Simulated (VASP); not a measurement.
# SiC (gw) (R3m) in VASP: a series of runs

Runs on SiC (gw). Level: PBEsol. Tasks: single point.

Everything below comes from runs of VASP 6.6.1. Logs are shortened: lines on timing, memory, paths and dates and some standing lists are left out, and cuts for length are marked.

### Step 1. The cell of the first run

The structure is trigonal, space group R3m (No. 160). The conventional cell has a = 3.084 Å, b = 3.084 Å, c = 7.471 Å, α = 90.00°, β = 90.00°, γ = 120.00°. Within 2.5 Å of Si (site symmetry 3m) lie 4 C at 1.87 to 1.88 Å. C (site symmetry 3m) has 4 Si at 1.87 to 1.88 Å within 2.5 Å.

### Step 2. Single point, PBEsol

The input, INCAR:

```
SYSTEM = SiC
PREC = Accurate
ENCUT = 600
EDIFF = 1E-6
ISMEAR = 0
SIGMA = 0.01
LREAL = .False.
LASPH = .True.
NELM = 120
ALGO = Normal
ISIF = 2
LWAVE = .False.
LCHARG = .False.
GGA = PS
NBANDS = 11
GGA_COMPAT = .False.
```

The input, KPOINTS:

```
regular mesh
0
Gamma
  6 6 6
  0 0 0
```

The input, POSCAR:

```
SiC
1.0
   -0.0160092084      2.1646504855      2.1646504855
    2.1646504855     -0.0160092084      2.1646504855
    2.1646504855      2.1646504855     -0.0160092084
Si C
1 1
Direct
   -0.0004004706     -0.0004004706     -0.0004004706
    0.2504004706      0.2504004706      0.2504004706
```

Potentials or basis: VASP PAW PBE potentials, release 64 (Si, C).

The run is started by

```sh
cat potpaw_PBE.64/Si/POTCAR potpaw_PBE.64/C/POTCAR > POTCAR
mpirun -np 1 vasp_std > vasp.out
```

OUTCAR:

```text
SYSTEM = SiC
   PREC = Accurate
   ENCUT = 600
   EDIFF = 1E-6
   ISMEAR = 0
   LREAL = .False.
   LASPH = .True.
   NELM = 120
   ISIF = 2
   GGA = PS

 ion  position               nearest neighbor table
   1  1.000  1.000  1.000-   2 1.87   2 1.88   2 1.88   2 1.88
   2  0.250  0.250  0.250-   1 1.87   1 1.88   1 1.88   1 1.88

  LATTYP: Found a trigonal (rhomboedric) cell.
 ALAT       =     3.0613199348
 COS(alpha) =     0.4925907809

  Lattice vectors:

 A1 = (  -0.0160092084,   2.1646504855,   2.1646504855)
 A2 = (   2.1646504855,  -0.0160092084,   2.1646504855)
 A3 = (   2.1646504855,   2.1646504855,  -0.0160092084)

Analysis of symmetry for initial positions (statically):
=====================================================================
 Subroutine PRICEL returns:
 Original cell was already a primitive cell.

 Routine SETGRP: Setting up the symmetry group for a
 trigonal (rhombohedral) supercell.

 Subroutine GETGRP returns: Found  6 space group operations
 (whereof  6 operations were pure point group operations)
 out of a pool of 12 trial point group operations.

The static configuration has the point symmetry C_3v.

Analysis of symmetry for dynamics (positions and initial velocities):
=====================================================================
 Subroutine PRICEL returns:
 Original cell was already a primitive cell.

 Routine SETGRP: Setting up the symmetry group for a
 trigonal (rhombohedral) supercell.

 Subroutine GETGRP returns: Found  6 space group operations
 (whereof  6 operations were pure point group operations)
 out of a pool of 12 trial point group operations.

The dynamic configuration has the point symmetry C_3v.

 Subroutine INISYM returns: Found  6 space group operations
 (whereof  6 operations are pure point group operations),
 and found     1 'primitive' translations

----------------------------------------------------------------------------------------

                                     Primitive cell

  volume of cell :      20.5109

  direct lattice vectors                    reciprocal lattice vectors
    -0.016009208  2.164650486  2.164650486    -0.228437386  0.230139439  0.230139439
     2.164650486 -0.016009208  2.164650486     0.230139439 -0.228437386  0.230139439
     2.164650486  2.164650486 -0.016009208     0.230139439  0.230139439 -0.228437386

  length of vectors
     3.061319935  3.061319935  3.061319935     0.397632949  0.397632949  0.397632949

  position of ions in fractional coordinates (direct lattice)
     0.999599529  0.999599529  0.999599529
     0.250400471  0.250400471  0.250400471

  ion indices of the primitive-cell ions
   primitive index   ion index
                 1           1
                 2           2

----------------------------------------------------------------------------------------

 KPOINTS: regular mesh

Automatic generation of k-mesh.
 Grid dimensions read from file:
 generate k-points for:    6    6    6

 Generating k-lattice:

  Cartesian coordinates                     Fractional coordinates (reciprocal lattice)
    -0.038072898  0.038356573  0.038356573     0.166666667  0.000000000  0.000000000
     0.038356573 -0.038072898  0.038356573     0.000000000  0.166666667  0.000000000
     0.038356573  0.038356573 -0.038072898     0.000000000  0.000000000  0.166666667

  Length of vectors
     0.066272158  0.066272158  0.066272158

  Shift w.r.t. Gamma in fractional coordinates (k-lattice)
     0.000000000  0.000000000  0.000000000

 Subroutine IBZKPT returns following result:
 ===========================================

 Found     32 irreducible k-points:

 Following reciprocal coordinates:
            Coordinates               Weight
  0.000000  0.000000  0.000000      1.000000
  0.166667  0.000000  0.000000      6.000000
  0.333333 -0.000000 -0.000000      6.000000
  0.500000 -0.000000 -0.000000      3.000000
  0.166667  0.166667  0.000000      6.000000
  0.333333  0.166667 -0.000000     12.000000
[... 16 lines left out ...]
  0.500000  0.500000  0.166667      6.000000
 -0.333333  0.500000  0.166667     12.000000
 [... further k-points ...]
   k-points           NKPTS =     32   k-points in BZ     NKDIM =     32   number of bands    NBANDS=     11
   number of dos      NEDOS =    301   number of ions     NIONS =      2
   total plane-waves  NPLWV =  13824
   dimension x,y,z NGX =    24 NGY =   24 NGZ =   24
   dimension x,y,z NGXF=    48 NGYF=   48 NGZF=   48
   ions per type =               1   1
   NGX,Y,Z   is equivalent  to a cutoff of  13.03, 13.03, 13.03 a.u.
   NGXF,Y,Z  is equivalent  to a cutoff of  26.07, 26.07, 26.07 a.u.
 SYSTEM =  SiC
   PREC   = accura    normal or accurate (medium, high low for compatibility)
   ISTART =      0    job   : 0-new  1-cont  2-samecut
   ICHARG =      2    charge: 1-file 2-atom 10-const
   ISPIN  =      1    spin polarized calculation?
   LNONCOLLINEAR =      F non collinear calculations
   LSORBIT =      F    spin-orbit coupling
   LASPH  =      T    aspherical Exc in radial PAW
   ENCUT  =  600.0 eV  44.10 Ry    6.64 a.u.   6.11  6.11  6.11*2*pi/ulx,y,z
   NELM   =    120;   NELMIN=  2; NELMDL= -5     # of ELM steps
   EDIFF  = 0.1E-05   stopping-criterion for ELM
   LREAL  =      F    real-space projection
   EDIFFG = 0.1E-04   stopping-criterion for IOM
   NSW    =      0    number of steps for IOM
   IBRION =     -1    ionic relax: 0-MD 1-quasi-New 2-CG
   NFREE  =      0    steps in history (QN), initial steepest desc. (CG)
   ISIF   =      2    stress and relaxation
   ISYM   =      2    0-nonsym 1-usesym 2-fastsym
   POTIM  = 0.5000    time-step for ionic-motion
   TEBEG  =    0.0;   TEEND  =   0.0 temperature during run
   PSTRESS=    0.0 pullay stress
   NELECT =       8.0000    total number of electrons
   NUPDOWN=      -1.0000    fix difference up-down
   EMIN   =  10.00;   EMAX   =-10.00  energy-range for DOS
   EFERMI =   0.00;   METHOD = LEGACY
   ISMEAR =     0;   SIGMA  =   0.01  broadening in eV -4-tet -1-fermi 0-gaus
   EFERMI_NEDOS =   21; number of points for ismear=-14 and -15
   IALGO  =     38    algorithm
   IMIX   =      4    mixing-type and parameters
     AMIX     =   0.40;   BMIX     =  1.00
     AMIX_MAG =   1.60;   BMIX_MAG =  1.00
  volume/ion in A,a.u.               =      10.26        69.21
  Fermi-wavevector in a.u.,A,eV,Ry     =   1.196125  2.260349 19.466064  1.430715
  Thomas-Fermi vector in A             =   2.332073
   LORBIT       =      0    0 simple, 1 ext, 2 COOP (PROOUT), +10 PAW based schemes
   GGA     = PS    functional components
   LHFCALC =     F    Hartree Fock is set to
   AEXX    =    0.0000 exact exchange contribution
   IVDW    =     0    specifies the selected vdW correction
   LEPSILON=     F    determine dielectric tensor
   LRPA    =     F    only Hartree local field effects (RPA)
 non-spin polarized calculation
 Gauss-broadening in eV      SIGMA  =   0.01
  energy-cutoff  :      600.00
  volume of cell :       20.51
 maximum number of plane-waves:       700
   NGX = 13   NGY = 13   NGZ = 13

 number of electron       8.0000001 magnetization

 Free energy of the ion-electron system (eV)
  ---------------------------------------------------
  ext. energy  EPLUGINS =         0.00000000
  ---------------------------------------------------
  free energy    TOTEN  =       -15.90083146 eV

  energy without entropy =      -15.90083146  energy(sigma->0) =      -15.90083146

 E-fermi :   8.3079     XC(G=0): -11.5411

 val. band max:        8.2390089192   @ k =   0.0000   0.0000   0.0000
 cond. band min:       9.3788740778   @ k =   0.5000   0.5000   0.0000
 fundamental gap:      1.1398651587
 Fermi energy:         8.3078794100

 k-point     1 :       0.0000    0.0000    0.0000
  band No.  band energies     occupation
      1      -7.3343      2.00000
      2       8.1255      2.00000
      3       8.1255      2.00000
      4       8.2390      2.00000
      5      14.4161      0.00000
      6      15.3812      0.00000
      7      15.3812      0.00000
      8      15.6542      0.00000
      9      22.6653      0.00000
     10      22.6653      0.00000
     11      24.5546      0.00000

 k-point     2 :       0.1667    0.0000    0.0000
  band No.  band energies     occupation
      1      -6.7918      2.00000
      2       5.7364      2.00000
      3       7.8034      2.00000
      4       7.8916      2.00000
      5      14.5483      0.00000
      6      15.9120      0.00000
      7      16.0757      0.00000
      8      16.5099      0.00000
      9      21.0393      0.00000
     10      21.1628      0.00000
     11      23.7034      0.00000

 k-point     3 :       0.3333   -0.0000   -0.0000
  band No.  band energies     occupation
      1      -5.2524      2.00000
      2       1.8960      2.00000
      3       7.3039      2.00000
      4       7.3689      2.00000
      5      13.9067      0.00000
      6      15.7360      0.00000
      7      15.8501      0.00000
      8      18.0336      0.00000
      9      22.2874      0.00000
     10      22.5425      0.00000
     11      23.3411      0.00000

 k-point     4 :       0.5000   -0.0000   -0.0000
  band No.  band energies     occupation
      1      -3.7214      2.00000
      2      -0.5023      2.00000
      3       7.1022      2.00000
      4       7.1563      2.00000
      5      13.6621      0.00000
      6      15.3102      0.00000
      7      15.4237      0.00000
      8      18.1416      0.00000
      9      24.2542      0.00000
     10      25.2168      0.00000
     11      25.5367      0.00000
[... 239 lines left out ...]
 k-point    22 :      -0.1667    0.3333    0.1667
  band No.  band energies     occupation
      1      -3.9579      2.00000
      2       2.1824      2.00000
      3       3.9852      2.00000
      4       5.7188      2.00000
      5      12.9995      0.00000
      6      15.8887      0.00000
      7      16.8403      0.00000
      8      19.8800      0.00000
      9      21.4552      0.00000
     10      24.9010      0.00000
     11      28.7160      0.00000

 k-point    23 :       0.5000    0.5000    0.1667
  band No.  band energies     occupation
      1      -2.9046      2.00000
      2       1.2699      2.00000
      3       3.7834      2.00000
      4       5.2803      2.00000
      5      10.7133      0.00000
      6      14.3566      0.00000
      7      20.1487      0.00000
      8      20.3090      0.00000
      9      22.4954      0.00000
     10      26.3226      0.00000
     11      29.8786      0.00000

 k-point    24 :      -0.3333    0.5000    0.1667
  band No.  band energies     occupation
      1      -2.0435      2.00000
      2       0.8261      2.00000
      3       3.5604      2.00000
      4       3.7027      2.00000
      5      12.0602      0.00000
      6      15.2063      0.00000
      7      18.9807      0.00000
      8      20.3816      0.00000
      9      22.3643      0.00000
     10      25.8697      0.00000
     11      29.4164      0.00000

 [... further k-points ...]
[... 5 lines left out ...]
  --------------------------------------------------------------------------------------
  -------------------------------------------------------------------------------------
  Total        0.2659940      0.2659940      0.2659940      0.2326673      0.2326673      0.2326673
  in kB       20.7777121     20.7777121     20.7777121     18.1744517     18.1744517     18.1744517
  external PRESSURE =      20.7777121 kB  Pullay stress =       0.0000000 kB

 VOLUME and BASIS-vectors are now :
 -----------------------------------------------------------------------------
  energy-cutoff  :      600.00
  volume of cell :       20.51
      direct lattice vectors                 reciprocal lattice vectors
    -0.016009208  2.164650486  2.164650486    -0.228437386  0.230139439  0.230139439
     2.164650486 -0.016009208  2.164650486     0.230139439 -0.228437386  0.230139439
     2.164650486  2.164650486 -0.016009208     0.230139439  0.230139439 -0.228437386

 POSITION                                       TOTAL-FORCE (eV/Angst)
 -----------------------------------------------------------------------------------
      4.31156      4.31156      4.31156         0.000135      0.000135      0.000135
      1.08005      1.08005      1.08005        -0.000135     -0.000135     -0.000135
 -----------------------------------------------------------------------------------
    total drift:                                0.000020      0.000020      0.000020

  FREE ENERGIE OF THE ION-ELECTRON SYSTEM (eV)
  ---------------------------------------------------
  free  energy   TOTEN  =       -15.9008314568 eV

  energy  without entropy=      -15.9008314568  energy(sigma->0) =      -15.90083146
```

Run time: 9.2 s. Hardware: 1 thread of Intel Xeon 8259CL, shared host; peak memory 0.13 GiB.

What came out:

```yaml
Free_energy: -15.9008 eV
Pressure: 2.1 GPa
Band_gap_on_the_k_mesh: 1.14 eV, indirect (least direct gap 4.38 eV)
```

Caveat: the PAW data sets were made with another functional, which shifts forces and pressure a little. A k mesh can miss the band edges.

### Step 3. Single point, PBEsol

The input, INCAR:

```
ALGO     = Normal         # electronic algorithm
EDIFF    = 1E-6           # SCF threshold, eV
ENCUT    = 600            # plane-wave cutoff, eV
GGA      = PS             # functional
GGA_COMPAT= False        
ISIF     = 2              # what is computed and relaxed
ISMEAR   = 0              # smearing method
LASPH    = True           # aspherical terms in the spheres
LCHARG   = True           # write CHGCAR
LELF     = True           # ELF
LREAL    = False          # projectors in reciprocal space
LVHAR    = True         
LWAVE    = False          # write WAVECAR
NBANDS   = 11             # bands
NELM     = 120            # most SCF steps
PREC     = Accurate       # precision mode
SIGMA    = 0.01           # smearing width, eV
```

The input, KPOINTS:

```
k-points
0
Gamma
  6 6 6
```

POSCAR is that of step 2.

Potentials or basis: VASP PAW PBE potentials, release 64 (Si, C).

The run is started by

```sh
cat potpaw_PBE.64/Si/POTCAR potpaw_PBE.64/C/POTCAR > POTCAR
mpirun -np 1 vasp_std > vasp.out
```

It took 10 s on 1 thread of Intel Xeon 8259CL, shared host; peak memory 0.13 GiB.

Results (log left out):

| Quantity | Value |
| --- | --- |
| Free energy | -15.9008 eV |
| Pressure | 2.1 GPa |
| Band gap on the k mesh | 1.14 eV, indirect (least direct gap 4.38 eV) |

Stress tensor (GPa, compression positive):
```
2.08 1.82 1.82
1.82 2.08 1.82
1.82 1.82 2.08
```

Levels at points of the mesh, in eV from the valence-band top:
| k point | band 2 | band 3 | band 4 | band 5 | band 6 | band 7 |
| --- | --- | --- | --- | --- | --- | --- |
| (0.00, 0.00, 0.00) | -0.11 | -0.11 | 0.00 | 6.18 | 7.14 | 7.14 |
| (0.50, 0.00, 0.00) | -8.74 | -1.14 | -1.08 | 5.42 | 7.07 | 7.18 |
| (0.50, 0.50, 0.00) | -7.94 | -3.37 | -3.24 | 1.14 | 4.15 | 13.95 |
| (0.50, 0.50, 0.50) | -8.69 | -1.21 | -1.21 | 5.22 | 6.99 | 6.99 |

Caveat: the PAW data sets were made with another functional, which shifts forces and pressure a little.
